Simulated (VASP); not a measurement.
# SnO in VASP: single point with PBE

Aim: the single point of SnO with PBE.

Everything below comes from runs of VASP 6.6.1. Logs are shortened: lines on timing, memory, paths and dates and some standing lists are left out, and cuts for length are marked.

### 1 The cell of the first run

The cell holds a slab with vacuum, 8 atoms: a = 4.841 Å, b = 3.799 Å, c = 17.698 Å, α = 90.00°, β = 90.00°, γ = 90.00°.

### 2 Single point, PBE

The input, INCAR:

```
SYSTEM = SnO
PREC     = Accurate       ! precision mode
ENCUT    = 520            ! plane-wave cutoff, eV
EDIFF    = 1E-6           ! SCF threshold, eV
ISMEAR   = 1              ! smearing method
SIGMA    = 0.1            ! smearing width, eV
LREAL    = .False.        ! projectors in reciprocal space
LASPH    = .True.         ! aspherical terms in the spheres
NELM     = 60             ! most SCF steps
ALGO     = Normal         ! electronic algorithm
ISIF     = 2              ! what is computed and relaxed
LWAVE    = .False.        ! write WAVECAR
LCHARG   = .False.        ! write CHGCAR
LDIPOL   = .True.       
IDIPOL   = 3            
DIPOL    = 0.5 0.5 0.500
GGA      = PE             ! functional
NBANDS   = 50             ! bands
```

The input, KPOINTS:

```
regular mesh
0
Gamma
  4 4 1
  0 0 0
```

The input, POSCAR:

```
SnO
1.0
    4.8408000000      0.0000000000      0.0000000000
    0.0000000000      3.7986000000      0.0000000000
    0.0000000000      0.0000000000     17.6979000000
Sn O
4 4
Direct
    0.2481025576      0.5000000000      0.3399285284
    0.7744964668      0.0000000000      0.4374073942
    0.2255044986      0.5000000000      0.5625932432
    0.7518970931      0.0000000000      0.6600713566
    0.0206876156      0.0000000000      0.3358020277
    0.0211115267      0.5000000000      0.4459377244
   -0.0211124466      0.0000000000      0.5540617521
   -0.0206873117      0.5000000000      0.6641979734
```

Potentials or basis: VASP PAW PBE potentials, release 64 (Sn_d, O).

Command:

```sh
cat potpaw_PBE.64/Sn_d/POTCAR potpaw_PBE.64/O/POTCAR > POTCAR
mpirun -np 1 vasp_std > vasp.out
```

OUTCAR:

```text
SYSTEM = SnO
   PREC = Accurate
   ENCUT = 520
   EDIFF = 1E-6
   ISMEAR = 1
   LREAL = .False.
   LASPH = .True.
   NELM = 60
   ISIF = 2
   GGA = PE

 ion  position               nearest neighbor table
   1  0.248  0.500  0.340-   6 2.17   5 2.20   5 2.20   2 3.44   2 3.44   2 3.62   2 3.62
   2  0.774  0.000  0.437-   5 2.16   6 2.25   6 2.25   7 2.29   1 3.44   1 3.44   1 3.62   1 3.62
                             3 3.64   3 3.64
   3  0.226  0.500  0.563-   8 2.16   7 2.25   7 2.25   6 2.29   4 3.44   4 3.44   4 3.62   4 3.62
                             2 3.64   2 3.64
   4  0.752  0.000  0.660-   7 2.17   8 2.20   8 2.20   3 3.44   3 3.44   3 3.62   3 3.62
   5  0.021  0.000  0.336-   2 2.16   1 2.20   1 2.20
   6  0.021  0.500  0.446-   1 2.17   2 2.25   2 2.25   3 2.29
   7  0.979  0.000  0.554-   4 2.17   3 2.25   3 2.25   2 2.29
   8  0.979  0.500  0.664-   3 2.16   4 2.20   4 2.20

  LATTYP: Found a simple orthorhombic cell.
 ALAT       =     3.7986000000
 B/A-ratio  =     1.2743642395
 C/A-ratio  =     4.6590586005

  Lattice vectors:

 A1 = (   0.0000000000,  -3.7986000000,   0.0000000000)
 A2 = (   4.8408000000,   0.0000000000,   0.0000000000)
 A3 = (   0.0000000000,   0.0000000000,  17.6979000000)

Analysis of symmetry for initial positions (statically):
=====================================================================
 Subroutine PRICEL returns:
 Original cell was already a primitive cell.

 Routine SETGRP: Setting up the symmetry group for a
 simple orthorhombic supercell.

 Subroutine GETGRP returns: Found  4 space group operations
 (whereof  2 operations were pure point group operations)
 out of a pool of  8 trial point group operations.

The static configuration has the point symmetry C_1h.
 The point group associated with its full space group is C_2h.

Analysis of symmetry for dynamics (positions and initial velocities):
=====================================================================
 Subroutine PRICEL returns:
 Original cell was already a primitive cell.

 Routine SETGRP: Setting up the symmetry group for a
 simple orthorhombic supercell.

 Subroutine GETGRP returns: Found  4 space group operations
 (whereof  2 operations were pure point group operations)
 out of a pool of  8 trial point group operations.

The dynamic configuration has the point symmetry C_1h.
 The point group associated with its full space group is C_2h.

 Subroutine INISYM returns: Found  4 space group operations
 (whereof  2 operations are pure point group operations),
 and found     1 'primitive' translations

----------------------------------------------------------------------------------------

                                     Primitive cell

  volume of cell :     325.4336

  direct lattice vectors                    reciprocal lattice vectors
     4.840800000  0.000000000  0.000000000     0.206577425  0.000000000  0.000000000
     0.000000000  3.798600000  0.000000000     0.000000000  0.263254883  0.000000000
     0.000000000  0.000000000 17.697900000     0.000000000  0.000000000  0.056503879

  length of vectors
     4.840800000  3.798600000 17.697900000     0.206577425  0.263254883  0.056503879

  position of ions in fractional coordinates (direct lattice)
     0.248102558  0.500000000  0.339928528
     0.774496467  0.000000000  0.437407394
     0.225504499  0.500000000  0.562593243
     0.751897093  0.000000000  0.660071357
     0.020687616  0.000000000  0.335802028
     0.021111527  0.500000000  0.445937724
     0.978887553  0.000000000  0.554061752
     0.979312688  0.500000000  0.664197973

  ion indices of the primitive-cell ions
   primitive index   ion index
                 1           1
                 2           2
                 3           3
                 4           4
                 5           5
                 6           6
                 7           7
                 8           8

----------------------------------------------------------------------------------------

 KPOINTS: regular mesh

Automatic generation of k-mesh.
 Grid dimensions read from file:
 generate k-points for:    4    4    1

 Generating k-lattice:

  Cartesian coordinates                     Fractional coordinates (reciprocal lattice)
     0.051644356  0.000000000  0.000000000     0.250000000  0.000000000  0.000000000
     0.000000000  0.065813721  0.000000000     0.000000000  0.250000000  0.000000000
     0.000000000  0.000000000  0.056503879     0.000000000  0.000000000  1.000000000

  Length of vectors
     0.051644356  0.065813721  0.056503879

  Shift w.r.t. Gamma in fractional coordinates (k-lattice)
     0.000000000  0.000000000  0.000000000

 Subroutine IBZKPT returns following result:
 ===========================================

 Found      9 irreducible k-points:

 Following reciprocal coordinates:
            Coordinates               Weight
  0.000000  0.000000  0.000000      1.000000
  0.250000  0.000000  0.000000      2.000000
  0.500000  0.000000  0.000000      1.000000
  0.000000  0.250000  0.000000      2.000000
  0.250000  0.250000  0.000000      4.000000
  0.500000  0.250000  0.000000      2.000000
  0.000000  0.500000  0.000000      1.000000
  0.250000  0.500000  0.000000      2.000000
  0.500000  0.500000  0.000000      1.000000
   k-points           NKPTS =      9   k-points in BZ     NKDIM =      9   number of bands    NBANDS=     50
   number of dos      NEDOS =    301   number of ions     NIONS =      8
   total plane-waves  NPLWV = 141120
   dimension x,y,z NGX =    36 NGY =   28 NGZ =  140
   dimension x,y,z NGXF=    72 NGYF=   56 NGZF=  280
   ions per type =               4   4
   NGX,Y,Z   is equivalent  to a cutoff of  12.36, 12.25, 13.15 a.u.
   NGXF,Y,Z  is equivalent  to a cutoff of  24.73, 24.51, 26.30 a.u.
 SYSTEM =  SnO
   PREC   = accura    normal or accurate (medium, high low for compatibility)
   ISTART =      0    job   : 0-new  1-cont  2-samecut
   ICHARG =      2    charge: 1-file 2-atom 10-const
   ISPIN  =      1    spin polarized calculation?
   LNONCOLLINEAR =      F non collinear calculations
   LSORBIT =      F    spin-orbit coupling
   LASPH  =      T    aspherical Exc in radial PAW
   ENCUT  =  520.0 eV  38.22 Ry    6.18 a.u.   9.00  7.06 32.91*2*pi/ulx,y,z
   NELM   =     60;   NELMIN=  2; NELMDL= -5     # of ELM steps
   EDIFF  = 0.1E-05   stopping-criterion for ELM
   LREAL  =      F    real-space projection
[... 7 lines left out ...]
   TEBEG  =    0.0;   TEEND  =   0.0 temperature during run
   PSTRESS=    0.0 pullay stress
   NELECT =      80.0000    total number of electrons
   NUPDOWN=      -1.0000    fix difference up-down
   EMIN   =  10.00;   EMAX   =-10.00  energy-range for DOS
   EFERMI =   0.00;   METHOD = LEGACY
   ISMEAR =     1;   SIGMA  =   0.10  broadening in eV -4-tet -1-fermi 0-gaus
   EFERMI_NEDOS =   21; number of points for ismear=-14 and -15
   IALGO  =     38    algorithm
   IMIX   =      4    mixing-type and parameters
     AMIX     =   0.40;   BMIX     =  1.00
     AMIX_MAG =   1.60;   BMIX_MAG =  1.00
  volume/ion in A,a.u.               =      40.68       274.52
  Fermi-wavevector in a.u.,A,eV,Ry     =   1.025535  1.937981 14.309560  1.051723
  Thomas-Fermi vector in A             =   2.159381
   LORBIT       =      0    0 simple, 1 ext, 2 COOP (PROOUT), +10 PAW based schemes
   GGA     = PE    functional components
   LHFCALC =     F    Hartree Fock is set to
   AEXX    =    0.0000 exact exchange contribution
   IVDW    =     0    specifies the selected vdW correction
   LEPSILON=     F    determine dielectric tensor
   LRPA    =     F    only Hartree local field effects (RPA)
 non-spin polarized calculation
 Methfessel and Paxton  Order N= 1 SIGMA  =   0.10
  energy-cutoff  :      520.00
  volume of cell :      325.43
 maximum number of plane-waves:      8806
   NGX = 19   NGY = 15   NGZ = 65

 dipolmoment           0.000000      0.000000      0.000000 electrons x Angstroem

 number of electron      80.0000017 magnetization

 dipolmoment           0.000000      0.000000     -0.000011 electrons x Angstroem

 Free energy of the ion-electron system (eV)
  ---------------------------------------------------
  ext. energy  EPLUGINS =         0.00000000
  ---------------------------------------------------
  free energy    TOTEN  =       -44.61471428 eV

  energy without entropy =      -44.61580231  energy(sigma->0) =      -44.61507695

 E-fermi :   0.2099     XC(G=0):  -5.2541

 val. band max:        0.1312712567   @ k =   0.0000   0.2500   0.0000
 cond. band min:       1.3186535883   @ k =   0.0000   0.5000   0.0000
 fundamental gap:      1.1873823316
 Fermi energy:         0.2099237896

 k-point     1 :       0.0000    0.0000    0.0000
  band No.  band energies     occupation
      1     -21.2087      2.00000
      2     -21.1361      2.00000
      3     -21.0177      2.00000
      4     -20.9570      2.00000
      5     -20.8490      2.00000
      6     -20.8448      2.00000
[... 42 lines left out ...]
     49       5.8684      0.00000
     50       5.9622      0.00000

 k-point     2 :       0.2500    0.0000    0.0000
  band No.  band energies     occupation
      1     -21.2059      2.00000
      2     -21.1391      2.00000
      3     -21.0204      2.00000
      4     -20.9589      2.00000
      5     -20.8530      2.00000
      6     -20.8465      2.00000
[... 42 lines left out ...]
     49       5.7540      0.00000
     50       5.7595      0.00000

 k-point     3 :       0.5000    0.0000    0.0000
  band No.  band energies     occupation
      1     -21.2027      2.00000
      2     -21.1422      2.00000
      3     -21.0234      2.00000
      4     -20.9615      2.00000
      5     -20.8571      2.00000
      6     -20.8470      2.00000
[... 42 lines left out ...]
     49       5.4282      0.00000
     50       6.0164      0.00000

 k-point     4 :       0.0000    0.2500    0.0000
  band No.  band energies     occupation
      1     -21.1966      2.00000
      2     -21.1440      2.00000
      3     -21.0424      2.00000
      4     -21.0004      2.00000
      5     -20.8706      2.00000
      6     -20.8672      2.00000
[... 42 lines left out ...]
     49       5.3193      0.00000
     50       5.8123      0.00000

 k-point     5 :       0.2500    0.2500    0.0000
  band No.  band energies     occupation
      1     -21.1933      2.00000
      2     -21.1409      2.00000
      3     -21.0383      2.00000
      4     -20.9972      2.00000
      5     -20.8743      2.00000
      6     -20.8694      2.00000
[... 42 lines left out ...]
     49       5.6359      0.00000
     50       6.0209      0.00000

 k-point     6 :       0.5000    0.2500    0.0000
  band No.  band energies     occupation
      1     -21.1898      2.00000
      2     -21.1376      2.00000
      3     -21.0340      2.00000
      4     -20.9943      2.00000
      5     -20.8774      2.00000
      6     -20.8751      2.00000
[... 42 lines left out ...]
     49       5.7762      0.00000
     50       6.3285      0.00000

 k-point     7 :       0.0000    0.5000    0.0000
  band No.  band energies     occupation
      1     -21.1725      2.00000
      2     -21.1725      2.00000
      3     -21.0752      2.00000
      4     -21.0752      2.00000
      5     -20.8764      2.00000
      6     -20.8763      2.00000
[... 42 lines left out ...]
     49       6.0798      0.00000
     50       6.0799      0.00000

 k-point     8 :       0.2500    0.5000    0.0000
  band No.  band energies     occupation
      1     -21.1658      2.00000
      2     -21.1657      2.00000
      3     -21.0700      2.00000
      4     -21.0699      2.00000
      5     -20.8770      2.00000
      6     -20.8769      2.00000
[... 42 lines left out ...]
     49       6.2191      0.00000
     50       6.2192      0.00000

 k-point     9 :       0.5000    0.5000    0.0000
  band No.  band energies     occupation
      1     -21.1587      2.00000
      2     -21.1587      2.00000
      3     -21.0639      2.00000
      4     -21.0638      2.00000
      5     -20.8797      2.00000
      6     -20.8796      2.00000
[... 42 lines left out ...]
     49       5.9478      0.00000
     50       5.9479      0.00000

------------------------ aborting loop because EDIFF is reached ----------------------------------------

 vacuum level on the upper side and lower side of the slab       (xc-potential included)        -0.173        -0.173

  FORCE on cell =-STRESS in cart. coord.  units (eV):
  Direction    XX          YY          ZZ          XY          YZ          ZX
  --------------------------------------------------------------------------------------
  -------------------------------------------------------------------------------------
  Total        1.1018551     -1.9996522      0.0952030      0.0000000      0.0000000     -0.1586788
  in kB        5.4246611     -9.8447029      0.4687040      0.0000000      0.0000000     -0.7812088
  external PRESSURE =      -1.3171126 kB  Pullay stress =       0.0000000 kB

 VOLUME and BASIS-vectors are now :
 -----------------------------------------------------------------------------
  energy-cutoff  :      520.00
  volume of cell :      325.43
      direct lattice vectors                 reciprocal lattice vectors
     4.840800000  0.000000000  0.000000000     0.206577425  0.000000000  0.000000000
     0.000000000  3.798600000  0.000000000     0.000000000  0.263254883  0.000000000
     0.000000000  0.000000000 17.697900000     0.000000000  0.000000000  0.056503879

 POSITION                                       TOTAL-FORCE (eV/Angst)
 -----------------------------------------------------------------------------------
      1.20101      1.89930      6.01602         0.066889      0.000000     -0.030513
      3.74918      0.00000      7.74119        -0.081865      0.000000      0.015446
      1.09162      1.89930      9.95672         0.081865      0.000000     -0.015446
      3.63978      0.00000     11.68188        -0.066889      0.000000      0.030513
      0.10014      0.00000      5.94299        -0.009189      0.000000     -0.021574
      0.10220      1.89930      7.89216         0.008797      0.000000      0.016920
      4.73860      0.00000      9.80573        -0.008797      0.000000     -0.016920
      4.74066      1.89930     11.75491         0.009189      0.000000      0.021574
 -----------------------------------------------------------------------------------
    total drift:                                0.003079      0.000000      0.004809

  FREE ENERGIE OF THE ION-ELECTRON SYSTEM (eV)
  ---------------------------------------------------
  free  energy   TOTEN  =       -44.6147142752 eV

  energy  without entropy=      -44.6158023132  energy(sigma->0) =      -44.61507695

 vacuum level on the upper side and lower side of the slab         4.589         4.589
```

Wall time 8.1 min (1 thread of Intel Xeon 8259CL, shared host); peak memory 0.4 GiB.

Results:

```yaml
Free_energy: -44.6147 eV
Largest_force: 0.083 eV/Å
Band_gap_on_the_k_mesh: 1.19 eV (least direct gap 1.97 eV)
```

Forces on the atoms (eV/Å):
```
Sn   0.067  0.000 -0.031
Sn  -0.082  0.000  0.015
Sn   0.082  0.000 -0.015
Sn  -0.067  0.000  0.031
O   -0.009  0.000 -0.022
O    0.009  0.000  0.017
O   -0.009  0.000 -0.017
O    0.009  0.000  0.022
```

Caveat: spin-orbit coupling is left out, which moves the levels of the heavy elements.
